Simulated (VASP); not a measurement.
Runs of VASP 6.6.1 on Sb. It takes space group I4/mmm (No. 139, tetragonal). The conventional cell has a = 3.153 Å, b = 3.153 Å, c = 5.424 Å, α = 90.00°, β = 90.00°, γ = 90.00°. Within 4.1 Å of Sb (site symmetry 4/mmm) lie 12 Sb at 3.15 to 3.51 Å. 

```csv
k mesh,gap on the mesh (eV),pressure (GPa)
6 × 6 × 6,none,0.9
5 × 5 × 5,none,(a)
3 × 3 × 3,none,2.8
10 × 10 × 10,none,1.3
8 × 8 × 8,none,0.9
```

Alike in all rows: task single point; level r2SCAN; potentials or basis VASP PAW PBE potentials, release 64 (Sb); no spin polarisation; cell as given; cutoff (eV) 520; smearing fermi-dirac 0.01 eV.

**Question.** Estimate the missing entries.

**Answer.** (a) 0.8.

Caveats: some runs use coarse meshes; the PAW data sets were made with another functional, which shifts forces and pressure a little; spin-orbit coupling is left out, which moves the levels of the heavy elements.

A k mesh can miss the band edges, and the runs leave out spin-orbit coupling on Sb.

A gap of «none» marks levels without a gap at the run's occupations.
